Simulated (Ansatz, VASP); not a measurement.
Zn: VASP beside Ansatz

The input INCAR:

```
PREC = Accurate
ENCUT = 520
EDIFF = 1E-6
ISMEAR = 0
SIGMA = 0.1
LREAL = False
LASPH = True
NELM = 100
ALGO = Normal
ISIF = 2
LWAVE = False
LCHARG = False
GGA = PE
NBANDS = 32
```

File KPOINTS:

```
regular mesh
0
Gamma
  4 4 4
```

POSCAR

```
Zn
1.0
    3.9313266200      0.0000000000      0.0000000000
    0.0000000000      3.9313266200      0.0000000000
    0.0000000000      0.0000000000      3.9313266200
Zn
4
Direct
    0.0299999900      0.0299999900      0.0299999900
    0.4700000100      0.9700000100      0.5299999900
    0.5299999900      0.4700000100      0.9700000100
    0.9700000100      0.5299999900      0.4700000100
```

Input for Ansatz:

```yaml
crystal:
  lattice:
    - [3.93132662, 0.0, 0.0]
    - [0.0, 3.93132662, 0.0]
    - [0.0, 0.0, 3.93132662]
  atoms:
    - { symbol: Zn, position: [0.02999999, 0.02999999, 0.02999999] }
    - { symbol: Zn, position: [0.47000001, 0.97000001, 0.52999999] }
    - { symbol: Zn, position: [0.52999999, 0.47000001, 0.97000001] }
    - { symbol: Zn, position: [0.97000001, 0.52999999, 0.47000001] }
basis:
  ecutwfc: 420
kpoints:
  mp_grid: { grid: [4, 4, 4] }
hamiltonian:
  xc: pbe
scf:
  occupations: { method: gaussian, width: 0.1 }
  lower_state_search: "off"
output:
  forces: true
  stress: true
  eigenvalues: true
```

Alike in both runs: task single point; functional PBE; k mesh 4 × 4 × 4; occupations gaussian, width 0.1 eV; no spin polarisation.

|  | VASP | Ansatz |
| --- | --- | --- |
| version | VASP 6.6.1 | Ansatz 0.2.0 |
| potentials or method | VASP PAW PBE potentials, release 64 (Zn), cutoff 520 eV | scalar-relativistic, plane waves, PAW |
| valence electrons in the cell | 48 | 48 |

```csv
,VASP,Ansatz,Ansatz less VASP
gap on the k mesh at the Fermi level (eV),none,none,-
pressure (GPa),3.6,3.2,-0.37
rms of the force components (eV/Å),0.274,0.269,-0.0057
```

Atom by atom the forces differ by 0.006 eV/Å (rms over components). A gap of «none» marks a metal or a gap that the smearing closes. The functional is the same, so the differences come from potentials, cutoffs and numerics.

The k mesh is coarse, so the values compare programs but aren't converged.
